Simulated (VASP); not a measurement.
# Re (C2/m) in VASP: single point with PBE

Aim: the single point of Re with PBE.

Program: VASP 6.6.1. These are calculated values, not measurements. Logs are shortened: lines on timing, memory, paths and dates and some standing lists are left out, and cuts for length are marked.

## 1. The cell of the first run

It takes space group C2/m (No. 12, monoclinic). Conventional cell: a = 4.806 Å, b = 2.775 Å, c = 4.484 Å, α = 90.00°, β = 90.00°, γ = 90.00°. Within 3.3 Å of Re (site symmetry m) lie 12 Re at 2.54 to 3.00 Å.

## 2. Single point, PBE (atoms displaced along several vibrational modes)

INCAR reads:

```
SYSTEM = Re
PREC = Accurate
ENCUT = 560
EDIFF = 1E-6
ISMEAR = 0
SIGMA = 0.15
LREAL = .FALSE.
LASPH = .TRUE.
NELM = 120
ALGO = Normal
ISIF = 2
LWAVE = .FALSE.
LCHARG = .TRUE.
GGA = PE
LELF = .TRUE.
LVHAR = .TRUE.
NBANDS = 22
GGA_COMPAT = .FALSE.
```

KPOINTS reads:

```
Automatic mesh
0
G
  18 18 10
  0 0 0
```

POSCAR reads:

```
Re
1.0
    2.7748241524      0.0000000000      0.0000000000
   -1.3874120762      2.4030682070      0.0000000000
    0.0000000000      0.0000000000      4.4842238099
Re
2
Direct
    0.3248025726      0.6496051451      0.2229050098
    0.6751974274      0.3503948549      0.7770949902
```

Potentials or basis: VASP PAW PBE potentials, release 64 (Re_sv_GW).

Launch:

```sh
$ cat potpaw_PBE.64/Re_sv_GW/POTCAR > POTCAR
$ mpirun -np 1 vasp_std > vasp.out
```

OUTCAR:

```text
SYSTEM = Re
   PREC = Accurate
   ENCUT = 560
   EDIFF = 1E-6
   ISMEAR = 0
   LREAL = .FALSE.
   LASPH = .TRUE.
   NELM = 120
   ISIF = 2
   GGA = PE

 ion  position               nearest neighbor table
   1  0.325  0.650  0.223-   2 2.54   2 2.54   2 2.61   2 2.94   2 2.94   2 3.00
   2  0.675  0.350  0.777-   1 2.54   1 2.54   1 2.61   1 2.94   1 2.94   1 3.00

  LATTYP: Found a hexagonal cell.
 ALAT       =     2.7748241524
 C/A-ratio  =     1.6160389140

  Lattice vectors:

 A1 = (   2.7748241524,   0.0000000000,   0.0000000000)
 A2 = (  -1.3874120762,   2.4030682070,   0.0000000000)
 A3 = (   0.0000000000,   0.0000000000,   4.4842238099)

Analysis of symmetry for initial positions (statically):
=====================================================================
 Subroutine PRICEL returns:
 Original cell was already a primitive cell.

 Routine SETGRP: Setting up the symmetry group for a
 hexagonal supercell.

 Subroutine GETGRP returns: Found  4 space group operations
 (whereof  4 operations were pure point group operations)
 out of a pool of 24 trial point group operations.

The static configuration has the point symmetry C_2h.

Analysis of symmetry for dynamics (positions and initial velocities):
=====================================================================
 Subroutine PRICEL returns:
 Original cell was already a primitive cell.

 Routine SETGRP: Setting up the symmetry group for a
 hexagonal supercell.

 Subroutine GETGRP returns: Found  4 space group operations
 (whereof  4 operations were pure point group operations)
 out of a pool of 24 trial point group operations.

The dynamic configuration has the point symmetry C_2h.

 Subroutine INISYM returns: Found  4 space group operations
 (whereof  4 operations are pure point group operations),
 and found     1 'primitive' translations

----------------------------------------------------------------------------------------

                                     Primitive cell

  volume of cell :      29.9012

  direct lattice vectors                    reciprocal lattice vectors
     2.774824152  0.000000000  0.000000000     0.360383197  0.208067336  0.000000000
    -1.387412076  2.403068207  0.000000000     0.000000000  0.416134672  0.000000000
     0.000000000  0.000000000  4.484223810     0.000000000  0.000000000  0.223004034

  length of vectors
     2.774824152  2.774824152  4.484223810     0.416134672  0.416134672  0.223004034

  position of ions in fractional coordinates (direct lattice)
     0.324802573  0.649605145  0.222905010
     0.675197427  0.350394855  0.777094990

  ion indices of the primitive-cell ions
   primitive index   ion index
                 1           1
                 2           2

----------------------------------------------------------------------------------------

 KPOINTS: Automatic mesh

Automatic generation of k-mesh.
 Grid dimensions read from file:
 generate k-points for:   18   18   10

 Generating k-lattice:

  Cartesian coordinates                     Fractional coordinates (reciprocal lattice)
     0.020021289  0.011559296  0.000000000     0.055555556  0.000000000  0.000000000
     0.000000000  0.023118593  0.000000000     0.000000000  0.055555556  0.000000000
     0.000000000  0.000000000  0.022300403     0.000000000  0.000000000  0.100000000

  Length of vectors
     0.023118593  0.023118593  0.022300403

  Shift w.r.t. Gamma in fractional coordinates (k-lattice)
     0.000000000  0.000000000  0.000000000

 Subroutine IBZKPT returns following result:
 ===========================================

 Found    866 irreducible k-points:

 Following reciprocal coordinates:
            Coordinates               Weight
  0.000000  0.000000  0.000000      1.000000
  0.055556  0.000000  0.000000      4.000000
  0.000000  0.055556  0.000000      2.000000
  0.111111  0.000000  0.000000      4.000000
  0.000000  0.111111  0.000000      2.000000
  0.166667  0.000000  0.000000      4.000000
[... 16 lines left out ...]
 -0.055556  0.166667  0.000000      4.000000
 -0.166667  0.111111  0.000000      4.000000
 [... further k-points ...]
   k-points           NKPTS =    866   k-points in BZ     NKDIM =    866   number of bands    NBANDS=     22
   number of dos      NEDOS =    301   number of ions     NIONS =      2
   total plane-waves  NPLWV =  20736
   dimension x,y,z NGX =    24 NGY =   24 NGZ =   36
   dimension x,y,z NGXF=    48 NGYF=   48 NGZF=   72
   ions per type =               2
   NGX,Y,Z   is equivalent  to a cutoff of  14.38, 14.38, 13.35 a.u.
   NGXF,Y,Z  is equivalent  to a cutoff of  28.76, 28.76, 26.69 a.u.
 SYSTEM =  Re
   PREC   = accura    normal or accurate (medium, high low for compatibility)
   ISTART =      0    job   : 0-new  1-cont  2-samecut
   ICHARG =      2    charge: 1-file 2-atom 10-const
   ISPIN  =      1    spin polarized calculation?
   LNONCOLLINEAR =      F non collinear calculations
   LSORBIT =      F    spin-orbit coupling
   LASPH  =      T    aspherical Exc in radial PAW
   ENCUT  =  560.0 eV  41.16 Ry    6.42 a.u.   5.35  5.35  8.65*2*pi/ulx,y,z
   NELM   =    120;   NELMIN=  2; NELMDL= -5     # of ELM steps
   EDIFF  = 0.1E-05   stopping-criterion for ELM
   LREAL  =      F    real-space projection
   EDIFFG = 0.1E-04   stopping-criterion for IOM
   NSW    =      0    number of steps for IOM
   IBRION =     -1    ionic relax: 0-MD 1-quasi-New 2-CG
   NFREE  =      0    steps in history (QN), initial steepest desc. (CG)
   ISIF   =      2    stress and relaxation
   ISYM   =      2    0-nonsym 1-usesym 2-fastsym
   POTIM  = 0.5000    time-step for ionic-motion
   TEBEG  =    0.0;   TEEND  =   0.0 temperature during run
   PSTRESS=    0.0 pullay stress
   NELECT =      30.0000    total number of electrons
   NUPDOWN=      -1.0000    fix difference up-down
   EMIN   =  10.00;   EMAX   =-10.00  energy-range for DOS
   EFERMI =   0.00;   METHOD = LEGACY
   ISMEAR =     0;   SIGMA  =   0.15  broadening in eV -4-tet -1-fermi 0-gaus
   EFERMI_NEDOS =   21; number of points for ismear=-14 and -15
   IALGO  =     38    algorithm
   IMIX   =      4    mixing-type and parameters
     AMIX     =   0.40;   BMIX     =  1.00
     AMIX_MAG =   1.60;   BMIX_MAG =  1.00
  volume/ion in A,a.u.               =      14.95       100.89
  Fermi-wavevector in a.u.,A,eV,Ry     =   1.638899  3.097071 36.545130  2.685991
  Thomas-Fermi vector in A             =   2.729795
   LORBIT       =      0    0 simple, 1 ext, 2 COOP (PROOUT), +10 PAW based schemes
   GGA     = PE    functional components
   LHFCALC =     F    Hartree Fock is set to
   AEXX    =    0.0000 exact exchange contribution
   IVDW    =     0    specifies the selected vdW correction
   LEPSILON=     F    determine dielectric tensor
   LRPA    =     F    only Hartree local field effects (RPA)
 non-spin polarized calculation
 Gauss-broadening in eV      SIGMA  =   0.15
  energy-cutoff  :      560.00
  volume of cell :       29.90
 maximum number of plane-waves:       923
 NGX is ok and might be reduce to    24
   NGX = 11   NGY = 11   NGZ = 17

 number of electron      30.0000002 magnetization

 Free energy of the ion-electron system (eV)
  ---------------------------------------------------
  ext. energy  EPLUGINS =         0.00000000
  ---------------------------------------------------
  free energy    TOTEN  =       -27.88157966 eV

  energy without entropy =      -27.86772058  energy(sigma->0) =      -27.87465012

 E-fermi :  12.6911     XC(G=0): -14.0859

 val. band max:       12.6898215926   @ k =  -0.1667  -0.1111   0.4000
 cond. band min:      12.6932117932   @ k =   0.1667   0.1111   0.4000
 fundamental gap:      0.0033902007
 Fermi energy:        12.6910774730

 k-point     1 :       0.0000    0.0000    0.0000
  band No.  band energies     occupation
      1     -67.1052      2.00000
      2     -66.9390      2.00000
      3     -29.6026      2.00000
      4     -28.5796      2.00000
      5     -28.5293      2.00000
      6     -28.3483      2.00000
[... 14 lines left out ...]
     21      21.4901      0.00000
     22      26.0554      0.00000

 k-point     2 :       0.0556    0.0000    0.0000
  band No.  band energies     occupation
      1     -67.1020      2.00000
      2     -66.9379      2.00000
      3     -29.5915      2.00000
      4     -28.6072      2.00000
      5     -28.5431      2.00000
      6     -28.3593      2.00000
[... 14 lines left out ...]
     21      21.5550      0.00000
     22      26.3350      0.00000

 k-point     3 :       0.0000    0.0556    0.0000
  band No.  band energies     occupation
      1     -67.1022      2.00000
      2     -66.9377      2.00000
      3     -29.5924      2.00000
      4     -28.5879      2.00000
      5     -28.5626      2.00000
      6     -28.3714      2.00000
[... 14 lines left out ...]
     21      21.5503      0.00000
     22      26.3452      0.00000

 k-point     4 :       0.1111    0.0000    0.0000
  band No.  band energies     occupation
      1     -67.0926      2.00000
      2     -66.9352      2.00000
      3     -29.5599      2.00000
      4     -28.6911      2.00000
      5     -28.5746      2.00000
      6     -28.4166      2.00000
[... 14 lines left out ...]
     21      21.7030      0.00000
     22      27.1101      0.00000

 k-point     5 :       0.0000    0.1111    0.0000
  band No.  band energies     occupation
      1     -67.0934      2.00000
      2     -66.9344      2.00000
      3     -29.5635      2.00000
      4     -28.6538      2.00000
      5     -28.6121      2.00000
      6     -28.4406      2.00000
[... 14 lines left out ...]
     21      21.6900      0.00000
     22      27.1646      0.00000

 k-point     6 :       0.1667    0.0000    0.0000
  band No.  band energies     occupation
      1     -67.0777      2.00000
      2     -66.9316      2.00000
      3     -29.5120      2.00000
      4     -28.8164      2.00000
      5     -28.6167      2.00000
      6     -28.5227      2.00000
[... 14 lines left out ...]
     21      21.8311      0.00000
     22      28.0703      0.00000

 k-point     7 :       0.0000    0.1667    0.0000
  band No.  band energies     occupation
      1     -67.0795      2.00000
      2     -66.9298      2.00000
      3     -29.5198      2.00000
      4     -28.7856      2.00000
      5     -28.6487      2.00000
      6     -28.5451      2.00000
[... 324 lines left out ...]
      6     -28.4098      2.00000
[... 14 lines left out ...]
     21      21.6539      0.00000
     22      26.8866      0.00000

 k-point    21 :      -0.1111    0.0556    0.0000
  band No.  band energies     occupation
      1     -67.0956      2.00000
      2     -66.9363      2.00000
      3     -29.5692      2.00000
      4     -28.6699      2.00000
      5     -28.5606      2.00000
      6     -28.3664      2.00000
[... 14 lines left out ...]
     21      21.6636      0.00000
     22      26.8542      0.00000

 k-point    22 :       0.1111    0.0556    0.0000
  band No.  band energies     occupation
      1     -67.0841      2.00000
      2     -66.9324      2.00000
      3     -29.5329      2.00000
      4     -28.7489      2.00000
      5     -28.6294      2.00000
      6     -28.4798      2.00000
[... 14 lines left out ...]
     21      21.7914      0.00000
     22      27.8098      0.00000

 k-point    23 :      -0.0556    0.1667    0.0000
  band No.  band energies     occupation
      1     -67.0848      2.00000
      2     -66.9318      2.00000
      3     -29.5356      2.00000
      4     -28.7308      2.00000
      5     -28.6474      2.00000
      6     -28.4903      2.00000
[... 14 lines left out ...]
     21      21.7839      0.00000
     22      27.8807      0.00000

 k-point    24 :      -0.1667    0.1111    0.0000
  band No.  band energies     occupation
      1     -67.0832      2.00000
      2     -66.9333      2.00000
      3     -29.5287      2.00000
      4     -28.7713      2.00000
      5     -28.6068      2.00000
      6     -28.4544      2.00000
[... 14 lines left out ...]
     21      21.7951      0.00000
     22      27.7553      0.00000

 [... further k-points ...]
[... 5 lines left out ...]
  --------------------------------------------------------------------------------------
  -------------------------------------------------------------------------------------
  Total        1.3974156      0.7469451      2.5410352      0.0000000      0.6365785      0.0000000
  in kB       74.8768105     40.0230732    136.1546309      0.0000000     34.1093724      0.0000000
  external PRESSURE =      83.6848382 kB  Pullay stress =       0.0000000 kB

 VOLUME and BASIS-vectors are now :
 -----------------------------------------------------------------------------
  energy-cutoff  :      560.00
  volume of cell :       29.90
      direct lattice vectors                 reciprocal lattice vectors
     2.774824152  0.000000000  0.000000000     0.360383197  0.208067336  0.000000000
    -1.387412076  2.403068207  0.000000000     0.000000000  0.416134672  0.000000000
     0.000000000  0.000000000  4.484223810     0.000000000  0.000000000  0.223004034

 POSITION                                       TOTAL-FORCE (eV/Angst)
 -----------------------------------------------------------------------------------
      0.00000      1.56105      0.99956        -0.000000      0.531587      2.609152
      1.38741      0.84202      3.48467         0.000000     -0.531587     -2.609152
 -----------------------------------------------------------------------------------
    total drift:                                0.000000     -0.000000     -0.000000

  FREE ENERGIE OF THE ION-ELECTRON SYSTEM (eV)
  ---------------------------------------------------
  free  energy   TOTEN  =       -27.8815796575 eV

  energy  without entropy=      -27.8677205823  energy(sigma->0) =      -27.87465012
```

It took 5.4 min on 1 thread of Intel Xeon Platinum 8259CL at 2.50GHz (Skylake/Cascade Lake), shared host; peak memory 0.62 GiB.

Results:

- Free energy: -27.8816 eV
- Pressure: 8.4 GPa
- Largest force: 2.663 eV/Å
- Band gap on the k mesh: zero (bands 15 and 16 overlap by 2.87 eV)

Forces in eV/Å, atoms in the order of the input:
```
Re   0.000  0.532  2.609
Re   0.000 -0.532 -2.609
```

Caveat: the cell differs from its parent crystal (atoms displaced along several vibrational modes); the stress differs along the axes, from 4 to 14 GPa; spin-orbit coupling is left out, which moves the levels of the heavy elements; forces of over 1 eV/Å act on the atoms, so gaps and moduli don't describe the material at rest.
